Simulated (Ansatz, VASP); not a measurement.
## SiC: VASP beside Ansatz

```
Si C
1.0
     0.00000    2.13745    2.13745
     2.13745    0.00000    2.13745
     2.13745    2.13745    0.00000
Si C
1 1
Direct
  0.00000 0.00000 0.00000
  0.75000 0.75000 0.75000
```

Alike in both runs: task single point; functional revPBE; dispersion D3(BJ); k mesh 10 × 10 × 10; occupations gaussian, width 0.05 eV; no spin polarisation.

|  | VASP | Ansatz |
| --- | --- | --- |
| version | VASP 6.6.1 | Ansatz 0.2.0 |
| potentials or method | VASP PAW PBE potentials, release 64 (Si, C), cutoff 520 eV | scalar-relativistic, plane waves, PAW |
| valence electrons in the cell | 8 | 8 |

|  | VASP | Ansatz | Ansatz less VASP |
| --- | --- | --- | --- |
| gap on the k mesh at the Fermi level (eV) | 1.30 | 1.31 | +0.007 |
| least direct gap on the mesh (eV) | 4.59 | 4.61 | +0.019 |
| pressure (GPa) | 9.5 | 10.0 | +0.51 |

VASP's potentials were made for PBE, not for revPBE.
